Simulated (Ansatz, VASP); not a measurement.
# One calculation of AlAu2, two programs

```xyz
3
Lattice="-1.6027 1.6027 4.3287 1.6027 -1.6027 4.3287 1.6027 1.6027 -4.3287" Properties=species:S:1:pos:R:3 pbc="T T T"
Al    0.0000    0.0000    0.0000
Au    0.0000    0.0000    5.6883
Au    0.0000    0.0000    2.9691
```

Alike in both runs: task single point; functional LDA; k mesh 16 × 16 × 16; occupations gaussian, width 0.15 eV; no spin polarisation.

|  | VASP | Ansatz |
| --- | --- | --- |
| version | VASP 6.6.1 | Ansatz 0.2.0 |
| potentials or method | VASP PAW LDA potentials, release 64 (Al, Au), cutoff 520 eV | scalar-relativistic, plane waves, PAW |
| valence electrons in the cell | 25 | 41 |

|  | VASP | Ansatz | Ansatz less VASP |
| --- | --- | --- | --- |
| gap on the k mesh at the Fermi level (eV) | none | none | - |
| pressure (GPa) | 12.0 | 11.5 | -0.48 |
| traceless stress, the component that is largest in VASP (GPa) | -1.31 | -1.42 | -0.114 |
| rms of the force components (eV/Å) | 0.111 | 0.118 | +0.0070 |

LDA's correlation is that of Perdew and Zunger in VASP and of Perdew and Wang (1992) in Ansatz. Atom by atom the forces differ by 0.007 eV/Å (rms over components). A gap of «none» marks a metal or a gap that the smearing closes. VASP's potentials hold 25 valence electrons a cell and Ansatz's 41, so a difference there can come from the potentials and not from the codes.

Spin-orbit coupling is off throughout.
